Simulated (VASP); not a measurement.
# AlRu (P4/mmm) in VASP: further runs

The runs below take AlRu through single point, with PBEsol.

Everything below comes from runs of VASP 6.6.1. Logs are shortened: lines on timing, memory, paths and dates and some standing lists are left out, and cuts for length are marked.

## (1) The cell of the first run

It takes space group P4/mmm (No. 123, tetragonal). The conventional cell has a = 2.887 Å, b = 2.887 Å, c = 2.976 Å, α = 90.00°, β = 90.00°, γ = 90.00°. Al (site symmetry 4/mmm) has 8 Ru at 2.53 Å and 6 Al at 2.89 to 2.98 Å within 3.3 Å. Within 3.3 Å of Ru (site symmetry 4/mmm) lie 8 Al at 2.53 Å and 6 Ru at 2.89 to 2.98 Å.

## (2) Single point, PBEsol (strain -0.030 along x and y, +0.000 along z)

INCAR

```
PREC = Accurate
ENCUT = 520
EDIFF = 1E-6
ISMEAR = 0
SIGMA = 0.15
LREAL = F
LASPH = T
NELM = 100
ALGO = Fast
ISIF = 2
LWAVE = F
LCHARG = F
GGA = PS
NBANDS = 16
```

KPOINTS

```
Automatic mesh
0
Gamma
  20 20 20
```

POSCAR

```
AlRu
1.0
    2.8871155871      0.0000000000      0.0000000000
    0.0000000000      2.8871155871      0.0000000000
    0.0000000000      0.0000000000      2.9764078218
Al Ru
1 1
Direct
    0.0000000000      0.0000000000      0.0000000000
    0.5000000000      0.5000000000      0.5000000000
```

Potentials or basis: VASP PAW PBE potentials, release 64 (Al, Ru_pv).

Command:

```console
cat potpaw_PBE.64/Al/POTCAR potpaw_PBE.64/Ru_pv/POTCAR > POTCAR
mpirun -np 1 vasp_std > vasp.out
```

OUTCAR:

```text
PREC = Accurate
   ENCUT = 520
   EDIFF = 1E-6
   ISMEAR = 0
   LREAL = F
   LASPH = T
   NELM = 100
   ISIF = 2
   GGA = PS

 ion  position               nearest neighbor table
   1  0.000  0.000  0.000-   2 2.53   2 2.53   2 2.53   2 2.53   2 2.53   2 2.53   2 2.53   2 2.53

   2  0.500  0.500  0.500-   1 2.53   1 2.53   1 2.53   1 2.53   1 2.53   1 2.53   1 2.53   1 2.53

  LATTYP: Found a simple tetragonal cell.
 ALAT       =     2.8871155871
 C/A-ratio  =     1.0309278351

  Lattice vectors:

 A1 = (   2.8871155871,   0.0000000000,   0.0000000000)
 A2 = (   0.0000000000,   2.8871155871,   0.0000000000)
 A3 = (   0.0000000000,   0.0000000000,   2.9764078218)

Analysis of symmetry for initial positions (statically):
=====================================================================
 Subroutine PRICEL returns:
 Original cell was already a primitive cell.

 Routine SETGRP: Setting up the symmetry group for a
 simple tetragonal supercell.

 Subroutine GETGRP returns: Found 16 space group operations
 (whereof 16 operations were pure point group operations)
 out of a pool of 16 trial point group operations.

The static configuration has the point symmetry D_4h.

Analysis of symmetry for dynamics (positions and initial velocities):
=====================================================================
 Subroutine PRICEL returns:
 Original cell was already a primitive cell.

 Routine SETGRP: Setting up the symmetry group for a
 simple tetragonal supercell.

 Subroutine GETGRP returns: Found 16 space group operations
 (whereof 16 operations were pure point group operations)
 out of a pool of 16 trial point group operations.

The dynamic configuration has the point symmetry D_4h.

 Subroutine INISYM returns: Found 16 space group operations
 (whereof 16 operations are pure point group operations),
 and found     1 'primitive' translations

----------------------------------------------------------------------------------------

                                     Primitive cell

  volume of cell :      24.8097

  direct lattice vectors                    reciprocal lattice vectors
     2.887115587  0.000000000  0.000000000     0.346366458  0.000000000  0.000000000
     0.000000000  2.887115587  0.000000000     0.000000000  0.346366458  0.000000000
     0.000000000  0.000000000  2.976407822     0.000000000  0.000000000  0.335975464

  length of vectors
     2.887115587  2.887115587  2.976407822     0.346366458  0.346366458  0.335975464

  position of ions in fractional coordinates (direct lattice)
     0.000000000  0.000000000  0.000000000
     0.500000000  0.500000000  0.500000000

  ion indices of the primitive-cell ions
   primitive index   ion index
                 1           1
                 2           2

----------------------------------------------------------------------------------------

 KPOINTS: Automatic mesh

Automatic generation of k-mesh.
 Grid dimensions read from file:
 generate k-points for:   20   20   20

 Generating k-lattice:

  Cartesian coordinates                     Fractional coordinates (reciprocal lattice)
     0.017318323  0.000000000  0.000000000     0.050000000  0.000000000  0.000000000
     0.000000000  0.017318323  0.000000000     0.000000000  0.050000000  0.000000000
     0.000000000  0.000000000  0.016798773     0.000000000  0.000000000  0.050000000

  Length of vectors
     0.017318323  0.017318323  0.016798773

  Shift w.r.t. Gamma in fractional coordinates (k-lattice)
     0.000000000  0.000000000  0.000000000

 Subroutine IBZKPT returns following result:
 ===========================================

 Found    726 irreducible k-points:

 Following reciprocal coordinates:
            Coordinates               Weight
  0.000000  0.000000  0.000000      1.000000
  0.050000  0.000000  0.000000      4.000000
  0.100000  0.000000  0.000000      4.000000
  0.150000  0.000000  0.000000      4.000000
  0.200000  0.000000  0.000000      4.000000
  0.250000  0.000000  0.000000      4.000000
[... 16 lines left out ...]
  0.150000  0.100000  0.000000      8.000000
  0.200000  0.100000  0.000000      8.000000
 [... further k-points ...]
   k-points           NKPTS =    726   k-points in BZ     NKDIM =    726   number of bands    NBANDS=     16
   number of dos      NEDOS =    301   number of ions     NIONS =      2
   total plane-waves  NPLWV =  13824
   dimension x,y,z NGX =    24 NGY =   24 NGZ =   24
   dimension x,y,z NGXF=    48 NGYF=   48 NGZF=   48
   ions per type =               1   1
   NGX,Y,Z   is equivalent  to a cutoff of  13.82, 13.82, 13.41 a.u.
   NGXF,Y,Z  is equivalent  to a cutoff of  27.64, 27.64, 26.81 a.u.
 SYSTEM =  unknown system
   PREC   = accura    normal or accurate (medium, high low for compatibility)
   ISTART =      0    job   : 0-new  1-cont  2-samecut
   ICHARG =      2    charge: 1-file 2-atom 10-const
   ISPIN  =      1    spin polarized calculation?
   LNONCOLLINEAR =      F non collinear calculations
   LSORBIT =      F    spin-orbit coupling
   LASPH  =      T    aspherical Exc in radial PAW
   ENCUT  =  520.0 eV  38.22 Ry    6.18 a.u.   5.37  5.37  5.53*2*pi/ulx,y,z
   NELM   =    100;   NELMIN=  2; NELMDL= -5     # of ELM steps
   EDIFF  = 0.1E-05   stopping-criterion for ELM
   LREAL  =      F    real-space projection
   EDIFFG = 0.1E-04   stopping-criterion for IOM
   NSW    =      0    number of steps for IOM
   IBRION =     -1    ionic relax: 0-MD 1-quasi-New 2-CG
   NFREE  =      0    steps in history (QN), initial steepest desc. (CG)
   ISIF   =      2    stress and relaxation
   ISYM   =      2    0-nonsym 1-usesym 2-fastsym
   POTIM  = 0.5000    time-step for ionic-motion
   TEBEG  =    0.0;   TEEND  =   0.0 temperature during run
   PSTRESS=    0.0 pullay stress
   NELECT =      17.0000    total number of electrons
   NUPDOWN=      -1.0000    fix difference up-down
   EMIN   =  10.00;   EMAX   =-10.00  energy-range for DOS
   EFERMI =   0.00;   METHOD = LEGACY
   ISMEAR =     0;   SIGMA  =   0.15  broadening in eV -4-tet -1-fermi 0-gaus
   EFERMI_NEDOS =   21; number of points for ismear=-14 and -15
   IALGO  =     68    algorithm
   IMIX   =      4    mixing-type and parameters
     AMIX     =   0.40;   BMIX     =  1.00
     AMIX_MAG =   1.60;   BMIX_MAG =  1.00
  volume/ion in A,a.u.               =      12.40        83.71
  Fermi-wavevector in a.u.,A,eV,Ry     =   1.443281  2.727406 28.341750  2.083060
  Thomas-Fermi vector in A             =   2.561706
   LORBIT       =      0    0 simple, 1 ext, 2 COOP (PROOUT), +10 PAW based schemes
   GGA     = PS    functional components
   LHFCALC =     F    Hartree Fock is set to
   AEXX    =    0.0000 exact exchange contribution
   IVDW    =     0    specifies the selected vdW correction
   LEPSILON=     F    determine dielectric tensor
   LRPA    =     F    only Hartree local field effects (RPA)
 non-spin polarized calculation
 RMM-DIIS sequential band-by-band and
 Gauss-broadening in eV      SIGMA  =   0.15
  energy-cutoff  :      520.00
  volume of cell :       24.81
 maximum number of plane-waves:       699
 NGX is ok and might be reduce to    24
   NGX = 11   NGY = 11   NGZ = 11

 number of electron      17.0000001 magnetization

 Free energy of the ion-electron system (eV)
  ---------------------------------------------------
  ext. energy  EPLUGINS =         0.00000000
  ---------------------------------------------------
  free energy    TOTEN  =       -15.44595832 eV

  energy without entropy =      -15.42955227  energy(sigma->0) =      -15.43775529

 E-fermi :  11.7137     XC(G=0): -13.0847

 val. band max:       11.7136901617   @ k =   0.4000   0.3500   0.5000
 cond. band min:      11.7160137454   @ k =   0.0500   0.0000   0.0500
 fundamental gap:      0.0023235836
 Fermi energy:        11.7137431257

 k-point     1 :       0.0000    0.0000    0.0000
  band No.  band energies     occupation
      1     -30.0553      2.00000
      2     -30.0088      2.00000
      3     -30.0088      2.00000
      4       1.5708      2.00000
      5       7.6665      2.00000
      6       7.6888      2.00000
[... 8 lines left out ...]
     15      23.7030      0.00000
     16      28.3153      0.00000

 k-point     2 :       0.0500    0.0000    0.0000
  band No.  band energies     occupation
      1     -30.0546      2.00000
      2     -30.0165      2.00000
      3     -30.0082      2.00000
      4       1.6234      2.00000
      5       7.6882      2.00000
      6       7.7121      2.00000
[... 8 lines left out ...]
     15      23.7034      0.00000
     16      28.4777      0.00000

 k-point     3 :       0.1000    0.0000    0.0000
  band No.  band energies     occupation
      1     -30.0526      2.00000
      2     -30.0388      2.00000
      3     -30.0063      2.00000
      4       1.7797      2.00000
      5       7.7488      2.00000
      6       7.7783      2.00000
[... 8 lines left out ...]
     15      23.8318      0.00000
     16      28.9746      0.00000

 k-point     4 :       0.1500    0.0000    0.0000
  band No.  band energies     occupation
      1     -30.0733      2.00000
      2     -30.0496      2.00000
      3     -30.0033      2.00000
      4       2.0355      2.00000
      5       7.8425      2.00000
      6       7.8683      2.00000
[... 8 lines left out ...]
     15      24.3576      0.00000
     16      29.8094      0.00000
[... 324 lines left out ...]
 k-point    22 :       0.1000    0.1000    0.0000
  band No.  band energies     occupation
      1     -30.0500      2.00000
      2     -30.0375      2.00000
      3     -30.0347      2.00000
      4       1.9854      2.00000
      5       7.8302      2.00000
      6       7.8737      2.00000
[... 8 lines left out ...]
     15      24.2125      0.00000
     16      29.4707      0.00000

 k-point    23 :       0.1500    0.1000    0.0000
  band No.  band energies     occupation
      1     -30.0706      2.00000
      2     -30.0469      2.00000
      3     -30.0329      2.00000
      4       2.2370      2.00000
      5       7.9163      2.00000
      6       7.9763      2.00000
[... 8 lines left out ...]
     15      24.7869      0.00000
     16      29.9947      0.00000

 k-point    24 :       0.2000    0.1000    0.0000
  band No.  band energies     occupation
      1     -30.1137      2.00000
      2     -30.0431      2.00000
      3     -30.0291      2.00000
      4       2.5792      2.00000
      5       8.0062      2.00000
      6       8.0853      2.00000
[... 8 lines left out ...]
     15      25.3770      0.00000
     16      29.4757      0.00000

 [... further k-points ...]

------------------------ aborting loop because EDIFF is reached ----------------------------------------

  FORCE on cell =-STRESS in cart. coord.  units (eV):
  Direction    XX          YY          ZZ          XY          YZ          ZX
  --------------------------------------------------------------------------------------
  -------------------------------------------------------------------------------------
  Total        2.7131853      2.7131853      1.7284065      0.0000000      0.0000000      0.0000000
  in kB      175.2141817    175.2141817    111.6183748      0.0000000      0.0000000      0.0000000
  external PRESSURE =     154.0155794 kB  Pullay stress =       0.0000000 kB

 VOLUME and BASIS-vectors are now :
 -----------------------------------------------------------------------------
  energy-cutoff  :      520.00
  volume of cell :       24.81
      direct lattice vectors                 reciprocal lattice vectors
     2.887115587  0.000000000  0.000000000     0.346366458  0.000000000  0.000000000
     0.000000000  2.887115587  0.000000000     0.000000000  0.346366458  0.000000000
     0.000000000  0.000000000  2.976407822     0.000000000  0.000000000  0.335975464

 POSITION                                       TOTAL-FORCE (eV/Angst)
 -----------------------------------------------------------------------------------
      0.00000      0.00000      0.00000         0.000000      0.000000      0.000000
      1.44356      1.44356      1.48820         0.000000      0.000000      0.000000
 -----------------------------------------------------------------------------------
    total drift:                                0.000000     -0.000000     -0.000000

  FREE ENERGIE OF THE ION-ELECTRON SYSTEM (eV)
  ---------------------------------------------------
  free  energy   TOTEN  =       -15.4459583208 eV

  energy  without entropy=      -15.4295522658  energy(sigma->0) =      -15.43775529
```

Run time: 2.5 min. Hardware: 1 thread of Intel Xeon 8259CL, shared host; peak memory 0.38 GiB.

Results:

* Free energy: -15.4460 eV
* Pressure: 15.4 GPa
* Band gap on the k mesh: zero (an odd number of electrons rules out a gap without spin polarisation)

Caveat: the cell differs from its parent crystal (strain -0.030 along x and y, +0.000 along z); the stress differs along the axes, from 11 to 18 GPa; the PAW data sets were made with another functional, which shifts forces and pressure a little.

## (3) Single point, PBEsol (strain -0.015 along x and y, -0.030 along z)

INCAR

```
PREC = Accurate
ENCUT = 520
EDIFF = 1E-6
ISMEAR = 0
SIGMA = 0.15
LREAL = False
LASPH = True
NELM = 80
ALGO = Fast
ISIF = 2
LWAVE = False
LCHARG = False
GGA = PS
NBANDS = 16
```

KPOINTS is that of step 2.

POSCAR

```
AlRu
1.0
    2.9317617045      0.0000000000      0.0000000000
    0.0000000000      2.9317617045      0.0000000000
    0.0000000000      0.0000000000      2.8871155871
Al Ru
1 1
Direct
    0.0000000000      0.0000000000      0.0000000000
    0.5000000000      0.5000000000      0.5000000000
```

Potentials or basis: VASP PAW PBE potentials, release 64 (Al, Ru_pv).

Command:

```console
cat potpaw_PBE.64/Al/POTCAR potpaw_PBE.64/Ru_pv/POTCAR > POTCAR
mpirun -np 1 vasp_std > vasp.out
```

It took 2.6 min on 1 thread of Intel Xeon 8259CL, shared host; peak memory 0.38 GiB.

The run converged. Its results:

```yaml
Free_energy: -15.4539 eV
Pressure: 15.3 GPa
Band_gap_on_the_k_mesh: zero (an odd number of electrons rules out a gap without spin polarisation)
```

Stress tensor (GPa, compression positive):
```
14.17  0.00  0.00
 0.00 14.17  0.00
 0.00  0.00 17.48
```

Levels at points of the mesh, in eV from the Fermi level:
| k point | band 7 | band 8 | band 9 | band 10 | band 11 | band 12 |
| --- | --- | --- | --- | --- | --- | --- |
| (0.00, 0.00, 0.00) | 0.14 | 0.25 | 0.25 | 6.29 | 6.29 | 6.79 |
| (0.50, 0.00, 0.00) | -1.83 | -1.63 | 0.53 | 2.48 | 7.40 | 11.26 |
| (0.50, 0.50, 0.00) | -1.47 | -1.21 | -1.21 | 1.65 | 5.65 | 7.01 |
| (0.00, 0.00, 0.50) | -1.84 | -1.84 | 0.46 | 2.78 | 7.38 | 11.26 |
| (0.50, 0.00, 0.50) | -1.40 | -1.34 | -1.32 | 1.76 | 5.89 | 7.12 |
| (0.50, 0.50, 0.50) | 1.77 | 1.90 | 3.08 | 4.26 | 4.26 | 4.37 |

Caveat: the cell differs from its parent crystal (strain -0.015 along x and y, -0.030 along z); the cell stands under pressure; the PAW data sets were made with another functional, which shifts forces and pressure a little.

[end of part 1 of 2]
